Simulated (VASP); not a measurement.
## Ag: single point with revPBE

Crystal: Ag.

```
CELL_PARAMETERS angstrom
0.00000 3.12250 3.12250
3.12250 0.00000 3.12250
3.12250 3.12250 0.00000
ATOMIC_POSITIONS crystal
Ag 0.12500 0.12500 0.12500
Ag 0.87500 0.87500 0.87500
```

This cell differs from its parent crystal: volume scaled by 0.96.

- Program: VASP 6.6.1
- Task: single point
- Functional: revPBE
- Potentials or basis: VASP PAW PBE potentials, release 64 (Ag)
- Cutoff: 520 eV
- k mesh: 10 × 10 × 10
- Occupations: fermi-dirac, width 0.1 eV
- Spin: no spin polarisation

```yaml
Pressure: 1.1 GPa
Band_gap_on_the_k_mesh: zero (band 11 reaches 3.07 eV, above the bottom of band 12 at 2.20 eV)
```

Levels at points of the mesh, in eV from the Fermi level:
```csv
k point,band 7,band 8,band 9,band 10,band 11,band 12,band 13,band 14,band 15,band 16
"(0.00, 0.00, 0.00)",-3.24,-3.24,-3.24,-2.72,-2.72,8.37,8.37,8.37,9.12,9.12
"(0.50, 0.00, 0.00)",-3.15,-3.15,-2.75,-2.75,-0.94,-0.49,6.07,6.07,8.86,9.24
"(0.50, 0.50, 0.00)",-3.48,-3.48,-2.65,-2.65,0.11,0.11,3.50,3.50,6.93,6.93
```

It took 57 s on 1 thread of AMD EPYC 7R43 64-Core Processor (Zen 3) (shared host), peak memory 0.18 GiB.

Caveat: the PAW data sets were made with another functional, which shifts forces and pressure a little.
